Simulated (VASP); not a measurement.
Input of a VASP 6.6.1 run:

File POSCAR:

```
MgS
1.0
    0.0000000000      2.5481866262      2.6339136872
    2.5481866262      0.0000000000      2.6339136872
    2.5481866262      2.5481866262      0.0000000000
Mg S
1 1
Direct
    0.0000000000      0.0000000000      0.0000000000
    0.5000000000      0.5000000000      0.5000000000
```

File INCAR.step1:

```
ALGO = Normal ; EDIFF = 1E-5
ENCUT = 520 ; GGA = PE
ISIF = 2 ; ISMEAR = 0
LASPH = True ; LCHARG = False
LREAL = False ; LWAVE = True
NBANDS = 11 ; NELM = 100
PREC = Accurate ; SIGMA = 0.01
```

The input INCAR.step2:

```
ALGO = Normal ; EDIFF = 1E-6
ENCUT = 520 ; GGA = PE
HFSCREEN = 0.2079 ; ISIF = 2
ISMEAR = 0 ; ISTART = 1
LASPH = True ; LCHARG = False
LHFCALC = True ; LREAL = False
LWAVE = False ; NBANDS = 11
NELM = 100 ; PREC = Accurate
PRECFOCK = Normal ; SIGMA = 0.01
```

File KPOINTS:

```
k-points
0
Gamma
  6 6 6
```

Potentials or basis: VASP PAW PBE potentials, release 64 (Mg, S).

Run with:

```console
$ cat potpaw_PBE.64/Mg/POTCAR potpaw_PBE.64/S/POTCAR > POTCAR
$ cp INCAR.step1 INCAR
$ mpirun -np 1 vasp_std > vasp.out
$ cp INCAR.step2 INCAR
$ mpirun -np 1 vasp_std > vasp.out
```

**Question.** Predict the band gap on the k mesh.

**Answer.** 3.67 eV (least direct gap 4.95 eV).

**Question.** Estimate the pressure.

**Answer.** 1.9 GPa.

Stress tensor (GPa, compression positive):
```
 3.16  0.00  0.00
 0.00  3.16  0.00
 0.00  0.00 -0.66
```

Caveat: the cell differs from its parent crystal (epitaxial xy strain -2.0%); the PAW data sets were made with another functional, which shifts forces and pressure a little. A k mesh can miss the band edges.
